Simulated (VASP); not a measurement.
# Li27H26 (a cell with a defect) in VASP: notebook

Li27H26 (a cell with a defect) is run at these levels: PBE; tasks: relaxation of the atoms, single point.

All numbers are computed with VASP 6.6.1; they aren't measurements. Logs are shortened: lines on timing, memory, paths and dates and some standing lists are left out, and cuts for length are marked.

### 1 The cell of the first run

The cell holds a defect, 53 atoms: a = 8.522 Å, b = 8.522 Å, c = 8.522 Å, α = 60.00°, β = 60.00°, γ = 60.00°.

### 2 Relaxation of the atoms, PBE

The input, INCAR:

```
ALGO = Normal ; EDIFF = 1E-7
EDIFFG = -0.03 ; ENCUT = 520
GGA = PE ; IBRION = 2
ISIF = 2 ; ISMEAR = -1
LASPH = True ; LCHARG = False
LREAL = Auto ; LUSENCCL = False
LWAVE = False ; NELECT = 106.0
NELM = 100 ; NSW = 60
PREC = Accurate ; SIGMA = 0.01
```

The input, KPOINTS:

```
k-points
0
Gamma
  3 3 3
```

The input, POSCAR:

```
Li27H26
1.0
    0.0000000000      6.0258581757      6.0258581757
    6.0258581757      0.0000000000      6.0258581757
    6.0258581757      6.0258581757      0.0000000000
Li H
27 26
Direct
    0.0000000000      0.0000000000      0.0000000000
    0.0000000000      0.0000000000      0.3333333333
    0.0000000000      0.0000000000      0.6666666667
    0.0000000000      0.3333333333      0.0000000000
    0.0000000000      0.3333333333      0.3333333333
    0.0000000000      0.3333333333      0.6666666667
    0.0000000000      0.6666666667      0.0000000000
    0.0000000000      0.6666666667      0.3333333333
    0.0000000000      0.6666666667      0.6666666667
    0.3333333333      0.0000000000      0.0000000000
    0.3333333333      0.0000000000      0.3333333333
    0.3333333333      0.0000000000      0.6666666667
    0.3333333333      0.3333333333      0.0000000000
    0.3333333333      0.3333333333      0.3333333333
    0.3333333333      0.3333333333      0.6666666667
    0.3333333333      0.6666666667      0.0000000000
    0.3333333333      0.6666666667      0.3333333333
    0.3333333333      0.6666666667      0.6666666667
    0.6666666667      0.0000000000      0.0000000000
    0.6666666667      0.0000000000      0.3333333333
    0.6666666667      0.0000000000      0.6666666667
    0.6666666667      0.3333333333      0.0000000000
    0.6666666667      0.3333333333      0.3333333333
    0.6666666667      0.3333333333      0.6666666667
    0.6666666667      0.6666666667      0.0000000000
    0.6666666667      0.6666666667      0.3333333333
    0.6666666667      0.6666666667      0.6666666667
    0.1666666667      0.1666666667      0.5000000000
    0.1666666667      0.1666666667      0.8333333333
    0.1666666667      0.5000000000      0.1666666667
    0.1666666667      0.5000000000      0.5000000000
    0.1666666667      0.5000000000      0.8333333333
    0.1666666667      0.8333333333      0.1666666667
    0.1666666667      0.8333333333      0.5000000000
    0.1666666667      0.8333333333      0.8333333333
    0.5000000000      0.1666666667      0.1666666667
    0.5000000000      0.1666666667      0.5000000000
    0.5000000000      0.1666666667      0.8333333333
    0.5000000000      0.5000000000      0.1666666667
    0.5000000000      0.5000000000      0.5000000000
    0.5000000000      0.5000000000      0.8333333333
    0.5000000000      0.8333333333      0.1666666667
    0.5000000000      0.8333333333      0.5000000000
    0.5000000000      0.8333333333      0.8333333333
    0.8333333333      0.1666666667      0.1666666667
    0.8333333333      0.1666666667      0.5000000000
    0.8333333333      0.1666666667      0.8333333333
    0.8333333333      0.5000000000      0.1666666667
    0.8333333333      0.5000000000      0.5000000000
    0.8333333333      0.5000000000      0.8333333333
    0.8333333333      0.8333333333      0.1666666667
    0.8333333333      0.8333333333      0.5000000000
    0.8333333333      0.8333333333      0.8333333333
```

Potentials or basis: VASP PAW PBE potentials, release 64 (Li_sv, H).

Command:

```console
> cat potpaw_PBE.64/Li_sv/POTCAR potpaw_PBE.64/H/POTCAR > POTCAR
> mpirun -np 1 vasp_std > vasp.out
```

OUTCAR:

```text
EDIFF = 1E-7
   EDIFFG = -0.03
   ENCUT = 520
   GGA = PE
   IBRION = 2
   ISIF = 2
   ISMEAR = -1
   LASPH = True
   LREAL = Auto
   NELECT = 106.0
   NELM = 100
   NSW = 60
   PREC = Accurate

 ion  position               nearest neighbor table
   1  0.000  0.000  0.000-
   2  0.000  0.000  0.333-
   3  0.000  0.000  0.667-
   4  0.000  0.333  0.000-
   5  0.000  0.333  0.333-
   6  0.000  0.333  0.667-
[... 45 lines left out ...]
  52  0.833  0.833  0.500-
  53  0.833  0.833  0.833-

  LATTYP: Found a face centered cubic cell.
 ALAT       =    12.0517163514

  Lattice vectors:

 A1 = (   0.0000000000,   6.0258581757,   6.0258581757)
 A2 = (   6.0258581757,   0.0000000000,   6.0258581757)
 A3 = (   6.0258581757,   6.0258581757,   0.0000000000)

Analysis of symmetry for initial positions (statically):
=====================================================================
 Subroutine PRICEL returns:
 Original cell was already a primitive cell.

 Routine SETGRP: Setting up the symmetry group for a
 face centered cubic supercell.

 Subroutine GETGRP returns: Found 48 space group operations
 (whereof  6 operations were pure point group operations)
 out of a pool of 48 trial point group operations.

The static configuration has the point symmetry C_3v.
 The point group associated with its full space group is O_h .

Analysis of symmetry for dynamics (positions and initial velocities):
=====================================================================
 Subroutine PRICEL returns:
 Original cell was already a primitive cell.

 Routine SETGRP: Setting up the symmetry group for a
 face centered cubic supercell.

 Subroutine GETGRP returns: Found 48 space group operations
 (whereof  6 operations were pure point group operations)
 out of a pool of 48 trial point group operations.

The dynamic configuration has the point symmetry C_3v.
 The point group associated with its full space group is O_h .

 Subroutine INISYM returns: Found 48 space group operations
 (whereof  6 operations are pure point group operations),
 and found     1 'primitive' translations

----------------------------------------------------------------------------------------

                                     Primitive cell

  volume of cell :     437.6095

  direct lattice vectors                    reciprocal lattice vectors
     0.000000000  6.025858176  6.025858176    -0.082975733  0.082975733  0.082975733
     6.025858176  0.000000000  6.025858176     0.082975733 -0.082975733  0.082975733
     6.025858176  6.025858176  0.000000000     0.082975733  0.082975733 -0.082975733

  length of vectors
     8.521850357  8.521850357  8.521850357     0.143718186  0.143718186  0.143718186

  position of ions in fractional coordinates (direct lattice)
     0.000000000  0.000000000  0.000000000
     0.000000000  0.000000000  0.333333333
     0.000000000  0.000000000  0.666666667
     0.000000000  0.333333333  0.000000000
     0.000000000  0.333333333  0.333333333
     0.000000000  0.333333333  0.666666667
[... 45 lines left out ...]
     0.833333333  0.833333333  0.500000000
     0.833333333  0.833333333  0.833333333

  ion indices of the primitive-cell ions
   primitive index   ion index
                 1           1
                 2           2
                 3           3
                 4           4
                 5           5
                 6           6
[... 45 lines left out ...]
                52          52
                53          53

----------------------------------------------------------------------------------------

 KPOINTS: k-points

Automatic generation of k-mesh.
 Grid dimensions read from file:
 generate k-points for:    3    3    3

 Generating k-lattice:

  Cartesian coordinates                     Fractional coordinates (reciprocal lattice)
    -0.027658578  0.027658578  0.027658578     0.333333333  0.000000000  0.000000000
     0.027658578 -0.027658578  0.027658578     0.000000000  0.333333333  0.000000000
[... 45 lines left out ...]
   LRPA    =     F    only Hartree local field effects (RPA)
 conjugate gradient relaxation of ions
 non-spin polarized calculation
  energy-cutoff  :      520.00
  volume of cell :      437.61
 maximum number of plane-waves:     11806
   NGX = 31   NGY = 31   NGZ = 31

--------------------------------------- Ionic step        1  -------------------------------------------

 number of electron     106.0000002 magnetization

 Free energy of the ion-electron system (eV)
  ---------------------------------------------------
  ext. energy  EPLUGINS =         0.00000000
  ---------------------------------------------------
  free energy    TOTEN  =      -162.24081129 eV

  energy without entropy =     -162.24081129  energy(sigma->0) =     -162.24081129

------------------------ aborting loop because EDIFF is reached ----------------------------------------

  FORCE on cell =-STRESS in cart. coord.  units (eV):
  Direction    XX          YY          ZZ          XY          YZ          ZX
  --------------------------------------------------------------------------------------
  -------------------------------------------------------------------------------------
  Total       -5.3123035     -5.3123035     -5.3123035      0.0000000      0.0000000      0.0000000
  in kB      -19.4494243    -19.4494243    -19.4494243      0.0000000      0.0000000      0.0000000
  external PRESSURE =     -19.4494243 kB  Pullay stress =       0.0000000 kB
[... 420 lines left out ...]
  energy  without entropy=     -162.8628125307  energy(sigma->0) =     -162.86281253

--------------------------------------- Ionic step        6  -------------------------------------------

 number of electron     106.0000001 magnetization

 Free energy of the ion-electron system (eV)
  ---------------------------------------------------
  ext. energy  EPLUGINS =         0.00000000
  ---------------------------------------------------
  free energy    TOTEN  =      -162.87807559 eV

  energy without entropy =     -162.87807559  energy(sigma->0) =     -162.87807559

 E-fermi :   0.2132     XC(G=0):  -8.3696

 val. band max:       -0.0358276499   @ k =  -0.3333   0.3333   0.0000
 cond. band min:       2.6550916189   @ k =   0.3333   0.0000   0.0000
 fundamental gap:      2.6909192687
 Fermi energy:         0.2132397762

 k-point     1 :       0.0000    0.0000    0.0000
  band No.  band energies     occupation
      1     -44.3280      2.00000
      2     -44.3205      2.00000
      3     -44.3205      2.00000
      4     -44.3205      2.00000
      5     -44.3171      2.00000
      6     -44.3171      2.00000
[... 57 lines left out ...]
     64       5.3080      0.00000
     65       5.3080      0.00000

 k-point     2 :       0.3333    0.0000    0.0000
  band No.  band energies     occupation
      1     -44.3272      2.00000
      2     -44.3212      2.00000
      3     -44.3203      2.00000
      4     -44.3203      2.00000
      5     -44.3174      2.00000
      6     -44.3174      2.00000
[... 57 lines left out ...]
     64       5.3808      0.00000
     65       5.5215      0.00000

 k-point     3 :       0.3333    0.3333    0.0000
  band No.  band energies     occupation
      1     -44.3270      2.00000
      2     -44.3207      2.00000
      3     -44.3206      2.00000
      4     -44.3206      2.00000
      5     -44.3179      2.00000
      6     -44.3171      2.00000
[... 57 lines left out ...]
     64       5.8009      0.00000
     65       5.8009      0.00000

 k-point     4 :      -0.3333    0.3333    0.0000
  band No.  band energies     occupation
      1     -44.3267      2.00000
      2     -44.3211      2.00000
      3     -44.3207      2.00000
      4     -44.3203      2.00000
      5     -44.3177      2.00000
      6     -44.3173      2.00000
[... 57 lines left out ...]
     64       5.5601      0.00000
     65       5.6102      0.00000
 [bands above 65 left out]

------------------------ aborting loop because EDIFF is reached ----------------------------------------

  FORCE on cell =-STRESS in cart. coord.  units (eV):
  Direction    XX          YY          ZZ          XY          YZ          ZX
  --------------------------------------------------------------------------------------
  -------------------------------------------------------------------------------------
  Total       -4.5192651     -4.5192651     -4.5192651      0.0000000      0.0000000      0.0000000
  in kB      -16.5459493    -16.5459493    -16.5459493      0.0000000      0.0000000      0.0000000
  external PRESSURE =     -16.5459493 kB  Pullay stress =       0.0000000 kB
[... 68 lines left out ...]
  FREE ENERGIE OF THE ION-ELECTRON SYSTEM (eV)
  ---------------------------------------------------
  free  energy   TOTEN  =      -162.8780755942 eV

  energy  without entropy=     -162.8780755942  energy(sigma->0) =     -162.87807559

 reached required accuracy - stopping structural energy minimisation
```

It took 5.1 min on 1 × NVIDIA H100 80GB with 1 thread of Intel Xeon Platinum 8481C at 2.70GHz (Sapphire Rapids), shared host; peak memory 1.6 GiB.

What came out:

* Free energy: -162.8781 eV
* Energy gained by relaxing: 12.0 meV/atom
* Ionic steps: 6
* Largest force after relaxing: 0.028 eV/Å

Forces on the atoms (eV/Å):
```
Li   0.006  0.006  0.006
Li   0.000  0.000 -0.024
Li  -0.006 -0.006  0.006
Li   0.000 -0.024  0.000
Li   0.024  0.000  0.000
Li   0.019 -0.019  0.000
Li  -0.006  0.006 -0.006
Li   0.019  0.000 -0.019
Li   0.000 -0.019 -0.019
Li  -0.024  0.000  0.000
Li   0.000  0.024  0.000
Li  -0.019  0.019  0.000
Li   0.000  0.000  0.024
Li  -0.006 -0.006 -0.006
Li   0.006  0.006 -0.006
Li  -0.019  0.000  0.019
Li   0.006 -0.006  0.006
Li   0.000  0.019  0.019
Li   0.006 -0.006 -0.006
Li   0.000  0.019 -0.019
Li  -0.019  0.000 -0.019
Li   0.000 -0.019  0.019
Li  -0.006  0.006  0.006
Li   0.019  0.000  0.019
Li  -0.019 -0.019  0.000
Li   0.019  0.019  0.000
Li   0.000  0.000  0.000
H    0.001  0.001  0.000
H   -0.001 -0.001  0.000
H    0.001  0.000  0.001
H   -0.005  0.005  0.005
H    0.000 -0.001  0.001
H   -0.001  0.000 -0.001
H    0.000  0.001 -0.001
H    0.005 -0.005 -0.005
H    0.000  0.001  0.001
H    0.005 -0.005  0.005
H   -0.001  0.000  0.001
H    0.005  0.005 -0.005
H   -0.005 -0.005 -0.005
H    0.000  0.000  0.012
H   -0.001  0.001  0.000
H    0.000  0.012  0.000
H   -0.012  0.000  0.000
H    0.000 -0.001 -0.001
H    0.001  0.000 -0.001
H   -0.005  0.005 -0.005
H    0.001 -0.001  0.000
H    0.012  0.000  0.000
H    0.000 -0.012  0.000
H   -0.005 -0.005  0.005
H    0.000  0.000 -0.012
H    0.005  0.005  0.005
```

The path:
```csv
step,energy change (eV),largest force (eV/Å),pressure (GPa)
1,0.0000,0.9726,-1.94
2,-0.2945,0.7148,-1.89
3,-0.5989,0.1944,-1.63
4,-0.6006,0.1715,-1.66
5,-0.6220,0.1154,-1.66
6,-0.6373,0.0275,-1.65
```

Final structure:
```xyz
53
Lattice="0.0000 6.0259 6.0259 6.0259 0.0000 6.0259 6.0259 6.0259 0.0000" Properties=species:S:1:pos:R:3 pbc="T T T"
Li    0.0027    0.0027    0.0027
Li    8.0345    8.0345   11.8726
Li    4.0146    4.0146    0.0027
Li    8.0345   11.8726    8.0345
Li    4.1963    8.0345    8.0345
Li    6.0223    4.0208    2.0086
Li    4.0146    0.0027    4.0146
Li    6.0223    2.0086    4.0208
Li    8.0345    4.0208    4.0208
Li   11.8726    8.0345    8.0345
Li    8.0345    4.1963    8.0345
Li    4.0208    6.0223    2.0086
Li    8.0345    8.0345    4.1963
Li    4.0146    4.0146    4.0146
Li    6.0285    6.0285    4.0146
Li    4.0208    2.0086    6.0223
Li    6.0285    4.0146    6.0285
Li    8.0345    6.0223    6.0223
Li    0.0027    4.0146    4.0146
Li    2.0086    6.0223    4.0208
Li    4.0208    8.0345    4.0208
Li    2.0086    4.0208    6.0223
Li    4.0146    6.0285    6.0285
Li    6.0223    8.0345    6.0223
Li    4.0208    4.0208    8.0345
Li    6.0223    6.0223    8.0345
Li    8.0345    8.0345    8.0345
H     3.9770    3.9770    2.0086
H     6.0661    6.0661    2.0086
H     3.9770    2.0086    3.9770
H     6.0306    4.0125    4.0125
H     8.0345    6.0661    3.9770
H     6.0661    2.0086    6.0661
H     8.0345    3.9770    6.0661
H    10.0383    6.0306    6.0306
H     2.0086    3.9770    3.9770
H     4.0125    6.0306    4.0125
H     6.0661    8.0345    3.9770
H     4.0125    4.0125    6.0306
H     6.0306    6.0306    6.0306
H     8.0345    8.0345    6.0383
H     6.0661    3.9770    8.0345
H     8.0345    6.0383    8.0345
H    10.0306    8.0345    8.0345
H     2.0086    6.0661    6.0661
H     3.9770    8.0345    6.0661
H     6.0306   10.0383    6.0306
H     3.9770    6.0661    8.0345
H     6.0383    8.0345    8.0345
H     8.0345   10.0306    8.0345
H     6.0306    6.0306   10.0383
H     8.0345    8.0345   10.0306
H    10.0383   10.0383   10.0383
```

Caveat: the cell carries a net charge on a neutralising background, which shifts energy and pressure; the cell is charged against a uniform background, so pressure and absolute levels hang on convention; the cutoff is under 1.25 times the usual one of these potentials, so pressure, stress and relaxed cells hold a basis-set (Pulay) error.

[end of part 1 of 2]
